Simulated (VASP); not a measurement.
# Zr (P6/mmm) in VASP: a series of runs

The runs below take Zr through single point, with r2SCAN.

Everything below comes from runs of VASP 6.6.1. Logs are shortened: lines on timing, memory, paths and dates and some standing lists are left out, and cuts for length are marked.

### Step 1. The cell of the first run

Symmetry: P6/mmm, No. 191, hexagonal system. The conventional cell has a = 5.040 Å, b = 5.040 Å, c = 3.154 Å, α = 90.00°, β = 90.00°, γ = 120.00°. Within 4.2 Å of Zr (site symmetry 6/mmm) lie 14 Zr at 3.15 to 3.31 Å. Within 3.8 Å of Zr (site symmetry -6m2) lie 11 Zr at 2.91 to 3.31 Å.

### Step 2. Single point, r2SCAN, collinear spin, ferromagnetic start

POSCAR reads:

```
Zr
1.0
    5.0401747941      0.0000000000      0.0000000000
   -2.5200873970      4.3649194112      0.0000000000
    0.0000000000      0.0000000000      3.1544916211
Zr
3
Direct
    0.0000000000      0.0000000000      1.0000000000
    0.3333333333      0.6666666667      0.5000000000
    0.6666666667      0.3333333333      0.5000000000
```

INCAR.step1 reads:

```
ALGO     = Normal         # electronic algorithm
EDIFF    = 1E-4           # SCF threshold, eV
ENCUT    = 520            # plane-wave cutoff, eV
GGA      = PE             # functional
ISMEAR   = -1             # smearing method
ISPIN    = 2              # spin polarisation
LASPH    = True           # aspherical terms in the spheres
LCHARG   = False          # write CHGCAR
LMAXMIX  = 4              # l up to which the mixer works
LREAL    = False          # projectors in reciprocal space
LWAVE    = True           # write WAVECAR
MAGMOM   = 1 1 1          # initial moments
NBANDS   = 29             # bands
NELM     = 150            # most SCF steps
PREC     = Accurate       # precision mode
SIGMA    = 0.05           # smearing width, eV
```

INCAR.step2 reads:

```
ALGO     = Normal         # electronic algorithm
EDIFF    = 1E-7           # SCF threshold, eV
ENCUT    = 520            # plane-wave cutoff, eV
ISIF     = 2              # what is computed and relaxed
ISMEAR   = -1             # smearing method
ISPIN    = 2              # spin polarisation
ISTART   = 1            
LASPH    = True           # aspherical terms in the spheres
LCHARG   = False          # write CHGCAR
LMAXMIX  = 4              # l up to which the mixer works
LMIXTAU  = True         
LORBIT   = 11             # projections on sites
LREAL    = False          # projectors in reciprocal space
LWAVE    = False          # write WAVECAR
MAGMOM   = 1 1 1          # initial moments
METAGGA  = R2SCAN         # meta-GGA
NBANDS   = 29             # bands
NELM     = 150            # most SCF steps
PREC     = Accurate       # precision mode
SIGMA    = 0.05           # smearing width, eV
```

KPOINTS reads:

```
k-points
0
Gamma
  7 7 10
```

Potentials or basis: VASP PAW PBE potentials, release 64 (Zr_sv).

Launch:

```bash
$ cat potpaw_PBE.64/Zr_sv/POTCAR > POTCAR
$ cp INCAR.step1 INCAR
$ mpirun -np 1 vasp_std > vasp.out
$ cp INCAR.step2 INCAR
$ mpirun -np 1 vasp_std > vasp.out
```

OUTCAR:

```text
EDIFF = 1E-7
   ENCUT = 520
   ISIF = 2
   ISMEAR = -1
   ISPIN = 2
   ISTART = 1
   LASPH = True
   LORBIT = 11
   LREAL = False
   METAGGA = R2SCAN
   NELM = 150
   PREC = Accurate

 ion  position               nearest neighbor table
   1  0.000  0.000  0.000-   2 3.31   3 3.31   2 3.31   3 3.31   2 3.31   2 3.31   3 3.31   3 3.31
                             3 3.31   3 3.31   2 3.31   2 3.31
   2  0.333  0.667  0.500-   3 2.91   3 2.91   3 2.91   1 3.31   1 3.31   1 3.31   1 3.31   1 3.31
                             1 3.31
   3  0.667  0.333  0.500-   2 2.91   2 2.91   2 2.91   1 3.31   1 3.31   1 3.31   1 3.31   1 3.31
                             1 3.31

  LATTYP: Found a hexagonal cell.
 ALAT       =     5.0401747941
 C/A-ratio  =     0.6258694887

  Lattice vectors:

 A1 = (   5.0401747941,   0.0000000000,   0.0000000000)
 A2 = (  -2.5200873970,   4.3649194112,   0.0000000000)
 A3 = (   0.0000000000,   0.0000000000,   3.1544916211)

Analysis of symmetry for initial positions (statically):
=====================================================================
 Subroutine PRICEL returns:
 Original cell was already a primitive cell.

 Routine SETGRP: Setting up the symmetry group for a
 hexagonal supercell.

 Subroutine GETGRP returns: Found 24 space group operations
 (whereof 24 operations were pure point group operations)
 out of a pool of 24 trial point group operations.

The static configuration has the point symmetry D_6h.

Analysis of symmetry for dynamics (positions and initial velocities):
=====================================================================
 Subroutine PRICEL returns:
 Original cell was already a primitive cell.

 Routine SETGRP: Setting up the symmetry group for a
 hexagonal supercell.

 Subroutine GETGRP returns: Found 24 space group operations
 (whereof 24 operations were pure point group operations)
 out of a pool of 24 trial point group operations.

The dynamic configuration has the point symmetry D_6h.

Analysis of structural, dynamic, and magnetic symmetry:
=====================================================================
 Subroutine PRICEL returns:
 Original cell was already a primitive cell.

 Routine SETGRP: Setting up the symmetry group for a
 hexagonal supercell.

 Subroutine GETGRP returns: Found 24 space group operations
 (whereof 24 operations were pure point group operations)
 out of a pool of 24 trial point group operations.

The overall configuration has the point symmetry D_6h.

 Subroutine INISYM returns: Found 24 space group operations
 (whereof 24 operations are pure point group operations),
 and found     1 'primitive' translations

----------------------------------------------------------------------------------------

                                     Primitive cell

  volume of cell :      69.3987

  direct lattice vectors                    reciprocal lattice vectors
     5.040174794  0.000000000  0.000000000     0.198405817  0.114549652  0.000000000
    -2.520087397  4.364919411  0.000000000     0.000000000  0.229099304  0.000000000
     0.000000000  0.000000000  3.154491621     0.000000000  0.000000000  0.317008292

  length of vectors
     5.040174794  5.040174794  3.154491621     0.229099304  0.229099304  0.317008292

  position of ions in fractional coordinates (direct lattice)
     0.000000000  0.000000000  0.000000000
     0.333333333  0.666666667  0.500000000
     0.666666667  0.333333333  0.500000000

  ion indices of the primitive-cell ions
   primitive index   ion index
                 1           1
                 2           2
                 3           3

----------------------------------------------------------------------------------------

 KPOINTS: k-points

Automatic generation of k-mesh.
 Grid dimensions read from file:
 generate k-points for:    7    7   10

 Generating k-lattice:

  Cartesian coordinates                     Fractional coordinates (reciprocal lattice)
     0.028343688  0.016364236  0.000000000     0.142857143  0.000000000  0.000000000
     0.000000000  0.032728472  0.000000000     0.000000000  0.142857143  0.000000000
     0.000000000  0.000000000  0.031700829     0.000000000  0.000000000  0.100000000

  Length of vectors
     0.032728472  0.032728472  0.031700829

  Shift w.r.t. Gamma in fractional coordinates (k-lattice)
     0.000000000  0.000000000  0.000000000

 Subroutine IBZKPT returns following result:
 ===========================================

 Found     48 irreducible k-points:

 Following reciprocal coordinates:
            Coordinates               Weight
  0.000000  0.000000  0.000000      1.000000
  0.142857  0.000000  0.000000      6.000000
  0.285714 -0.000000  0.000000      6.000000
  0.428571  0.000000  0.000000      6.000000
  0.142857  0.142857  0.000000      6.000000
  0.285714  0.142857  0.000000     12.000000
[... 16 lines left out ...]
  0.428571  0.142857  0.200000     12.000000
  0.285714  0.285714  0.200000     12.000000
 [... further k-points ...]
   k-points           NKPTS =     48   k-points in BZ     NKDIM =     48   number of bands    NBANDS=     29
   number of dos      NEDOS =    301   number of ions     NIONS =      3
   total plane-waves  NPLWV =  38400
   dimension x,y,z NGX =    40 NGY =   40 NGZ =   24
   dimension x,y,z NGXF=    80 NGYF=   80 NGZF=   48
   ions per type =               3
   NGX,Y,Z   is equivalent  to a cutoff of  13.19, 13.19, 12.65 a.u.
   NGXF,Y,Z  is equivalent  to a cutoff of  26.39, 26.39, 25.30 a.u.
 SYSTEM =  unknown system
   PREC   = accura    normal or accurate (medium, high low for compatibility)
   ISTART =      1    job   : 0-new  1-cont  2-samecut
   ICHARG =      0    charge: 1-file 2-atom 10-const
   ISPIN  =      2    spin polarized calculation?
   LNONCOLLINEAR =      F non collinear calculations
   LSORBIT =      F    spin-orbit coupling
   LASPH  =      T    aspherical Exc in radial PAW
   ENCUT  =  520.0 eV  38.22 Ry    6.18 a.u.   9.37  9.37  5.87*2*pi/ulx,y,z
   NELM   =    150;   NELMIN=  2; NELMDL=  0     # of ELM steps
   EDIFF  = 0.1E-06   stopping-criterion for ELM
   LREAL  =      F    real-space projection
   EDIFFG = 0.1E-05   stopping-criterion for IOM
   NSW    =      0    number of steps for IOM
   IBRION =     -1    ionic relax: 0-MD 1-quasi-New 2-CG
   NFREE  =      0    steps in history (QN), initial steepest desc. (CG)
   ISIF   =      2    stress and relaxation
   ISYM   =      2    0-nonsym 1-usesym 2-fastsym
   POTIM  = 0.5000    time-step for ionic-motion
   TEBEG  =    0.0;   TEEND  =   0.0 temperature during run
   PSTRESS=    0.0 pullay stress
   NELECT =      36.0000    total number of electrons
   NUPDOWN=      -1.0000    fix difference up-down
   EMIN   =  10.00;   EMAX   =-10.00  energy-range for DOS
   EFERMI =   0.00;   METHOD = LEGACY
   ISMEAR =    -1;   SIGMA  =   0.05  broadening in eV -4-tet -1-fermi 0-gaus
   EFERMI_NEDOS =   21; number of points for ismear=-14 and -15
   IALGO  =     38    algorithm
   IMIX   =      4    mixing-type and parameters
     AMIX     =   0.40;   BMIX     =  1.00
     AMIX_MAG =   1.60;   BMIX_MAG =  1.00
  volume/ion in A,a.u.               =      23.13       156.11
  Fermi-wavevector in a.u.,A,eV,Ry     =   1.315402  2.485750 23.541932  1.730283
  Thomas-Fermi vector in A             =   2.445587
   LORBIT       =     11    0 simple, 1 ext, 2 COOP (PROOUT), +10 PAW based schemes
   METAGGA = R2SCAN    functional components
   LHFCALC =     F    Hartree Fock is set to
   AEXX    =    0.0000 exact exchange contribution
   IVDW    =     0    specifies the selected vdW correction
   LEPSILON=     F    determine dielectric tensor
   LRPA    =     F    only Hartree local field effects (RPA)
 spin polarized calculation
  energy-cutoff  :      520.00
  volume of cell :       69.40
 maximum number of plane-waves:      1898
 NGX is ok and might be reduce to    40
   NGX = 19   NGY = 19   NGZ = 11

 number of electron      36.0000000 magnetization      -0.0000045

 number of electron      36.0000000 magnetization       0.0000010

 Free energy of the ion-electron system (eV)
  ---------------------------------------------------
  ext. energy  EPLUGINS =         0.00000000
  ---------------------------------------------------
  free energy    TOTEN  =       -68.30135396 eV

  energy without entropy =      -68.28016122  energy(sigma->0) =      -68.29075759

 E-fermi :   9.0120     XC(G=0): -11.9873

 val. band max:        8.9872710626   @ k =   0.1429   0.1429   0.0000
 cond. band min:       9.0344550963   @ k =   0.2857   0.1429   0.1000
 fundamental gap:      0.0471840337
 Fermi energy:         9.0120491918

 spin component 1

 k-point     1 :       0.0000    0.0000    0.0000
  band No.  band energies     occupation
      1     -41.6048      1.00000
      2     -41.3435      1.00000
      3     -41.1442      1.00000
      4     -19.0722      1.00000
      5     -19.0722      1.00000
      6     -19.0443      1.00000
[... 21 lines left out ...]
     28      14.7784      0.00000
     29      17.9855      0.00000
[... 705 lines left out ...]
 k-point    24 :       0.2857    0.2857    0.2000
  band No.  band energies     occupation
      1     -41.5630      1.00000
      2     -41.2556      1.00000
      3     -41.2152      1.00000
      4     -19.2221      1.00000
      5     -19.0905      1.00000
      6     -19.0036      1.00000
[... 21 lines left out ...]
     28      14.4128      0.00000
     29      14.4671      0.00000

 [... further k-points ...]

 spin component 2

 k-point     1 :       0.0000    0.0000    0.0000
  band No.  band energies     occupation
      1     -41.6048      1.00000
      2     -41.3435      1.00000
      3     -41.1442      1.00000
      4     -19.0722      1.00000
      5     -19.0722      1.00000
      6     -19.0443      1.00000
[... 21 lines left out ...]
     28      14.7784      0.00000
     29      17.9855      0.00000
[... 705 lines left out ...]
 k-point    24 :       0.2857    0.2857    0.2000
  band No.  band energies     occupation
      1     -41.5630      1.00000
      2     -41.2556      1.00000
      3     -41.2152      1.00000
      4     -19.2221      1.00000
      5     -19.0905      1.00000
      6     -19.0036      1.00000
[... 21 lines left out ...]
     28      14.4128      0.00000
     29      14.4671      0.00000

 [... further k-points ...]
[... 5 lines left out ...]
  --------------------------------------------------------------------------------------
  -------------------------------------------------------------------------------------
  Total        0.0134563      0.0134563     -0.0027161      0.0000000      0.0000000     -0.0000000
  in kB        0.3106594      0.3106594     -0.0627043      0.0000000      0.0000000     -0.0000000
  external PRESSURE =       0.1862048 kB  Pullay stress =       0.0000000 kB

 VOLUME and BASIS-vectors are now :
 -----------------------------------------------------------------------------
  energy-cutoff  :      520.00
  volume of cell :       69.40
      direct lattice vectors                 reciprocal lattice vectors
     5.040174794  0.000000000  0.000000000     0.198405817  0.114549652  0.000000000
    -2.520087397  4.364919411  0.000000000     0.000000000  0.229099304  0.000000000
     0.000000000  0.000000000  3.154491621     0.000000000  0.000000000  0.317008292

 POSITION                                       TOTAL-FORCE (eV/Angst)
 -----------------------------------------------------------------------------------
      0.00000      0.00000      0.00000         0.000000      0.000000     -0.000000
     -0.00000      2.90995      1.57725        -0.000000     -0.000000     -0.000000
      2.52009      1.45497      1.57725         0.000000      0.000000      0.000000
 -----------------------------------------------------------------------------------
    total drift:                                0.000000      0.000000      0.000000

  FREE ENERGIE OF THE ION-ELECTRON SYSTEM (eV)
  ---------------------------------------------------
  free  energy   TOTEN  =       -68.3013539551 eV

  energy  without entropy=      -68.2801612245  energy(sigma->0) =      -68.29075759

 total charge

# of ion       s       p       d       tot
------------------------------------------
    1        2.214   5.989   1.462   9.664
    2        2.223   5.955   1.682   9.860
    3        2.223   5.955   1.682   9.860
--------------------------------------------------
tot          6.660  17.898   4.826  29.384

 magnetization (x)

# of ion       s       p       d       tot
------------------------------------------
    1        0.000   0.000   0.000   0.000
    2       -0.000  -0.000  -0.000  -0.000
    3       -0.000  -0.000  -0.000  -0.000
--------------------------------------------------
tot         -0.000   0.000   0.000   0.000
```

Run time: 20 min. Hardware: 1 thread of AMD EPYC 7R13, shared host; peak memory 0.29 GiB.

Results:

```yaml
Free_energy: -68.3014 eV
Pressure: 0.0 GPa
Band_gap_on_the_k_mesh: zero (filled and empty bands overlap)
Net_moment: 0.00 μB per cell
Valence_electrons_inside_the_program's_atomic_spheres: Zr 9.66, 9.86
```

Levels at points of the mesh, in eV from the Fermi level:
Spin up:
```tsv
k point	band 14	band 15	band 16	band 17	band 18	band 19	band 20	band 21	band 22	band 23
(0.00, 0.00, 0.00)	-2.48	-0.65	-0.65	-0.58	-0.58	-0.12	1.00	1.79	1.79	2.37
(0.00, 0.00, 0.50)	-2.62	-2.33	-2.05	-2.05	-1.61	1.25	1.25	1.79	1.79	4.50
```
Spin down:
```csv
k point,band 15,band 16,band 17,band 18,band 19,band 20,band 21,band 22
"(0.00, 0.00, 0.00)",-0.65,-0.65,-0.58,-0.58,-0.12,1.00,1.79,1.79
"(0.00, 0.00, 0.50)",-2.33,-2.05,-2.05,-1.61,1.25,1.25,1.79,1.79
```

Caveat: the PAW data sets were made with another functional, which shifts forces and pressure a little.

### Step 3. Single point, r2SCAN, collinear spin, ferromagnetic start (volume scaled by 0.88)

POSCAR reads:

```
Zr
1.0
    4.8299187183      0.0000000000      0.0000000000
   -2.4149593591      4.1828323082      0.0000000000
    0.0000000000      0.0000000000      3.0228987585
Zr
3
Direct
    0.0000000000      0.0000000000      1.0000000000
    0.3333333333      0.6666666667      0.5000000000
    0.6666666667      0.3333333333      0.5000000000
```

INCAR.step1 is that of step 2.

Changes to INCAR.step2 since step 2:

```diff
@@ -1,3 +1,3 @@
 ALGO     = Normal         # electronic algorithm
-EDIFF    = 1E-7           # SCF threshold, eV
+EDIFF    = 1E-6           # SCF threshold, eV
 ENCUT    = 520            # plane-wave cutoff, eV
```

KPOINTS reads:

```
k-points
0
Gamma
  8 8 11
```

Potentials or basis: VASP PAW PBE potentials, release 64 (Zr_sv).

Launch:

```bash
$ cat potpaw_PBE.64/Zr_sv/POTCAR > POTCAR
$ cp INCAR.step1 INCAR
$ mpirun -np 1 vasp_std > vasp.out
$ cp INCAR.step2 INCAR
$ mpirun -np 1 vasp_std > vasp.out
```

It took 18 min on 1 thread of AMD EPYC 7R13, shared host; peak memory 0.27 GiB.

Results (log left out):

```yaml
Free_energy: -67.9279 eV
Pressure: 15.5 GPa
Band_gap_on_the_k_mesh: zero (filled and empty bands overlap)
Net_moment: 0.00 μB per cell
Valence_electrons_inside_the_program's_atomic_spheres: Zr 9.84, 10.05
```

Stress tensor (GPa, compression positive):
```
15.40  0.00  0.00
 0.00 15.40  0.00
 0.00  0.00 15.65
```

Levels at points of the mesh, in eV from the Fermi level:
Spin up:
```
           k point  band 14  band 15  band 16  band 17  band 18  band 19  band 20  band 21  band 22  band 23
(0.00, 0.00, 0.00)    -2.94    -0.56    -0.56    -0.50    -0.50    -0.09     1.08     1.97     1.97     2.62
(0.50, 0.00, 0.00)    -3.30    -3.27    -0.84    -0.75    -0.59    -0.07     0.90     1.26     2.12     2.82
```
Spin down:
```tsv
k point	band 14	band 15	band 16	band 17	band 18	band 19	band 20	band 21	band 22	band 23
(0.00, 0.00, 0.00)	-2.94	-0.56	-0.56	-0.50	-0.50	-0.09	1.08	1.97	1.97	2.62
(0.50, 0.00, 0.00)	-3.30	-3.27	-0.84	-0.75	-0.59	-0.07	0.90	1.26	2.12	2.82
```

Caveat: the PAW data sets were made with another functional, which shifts forces and pressure a little.
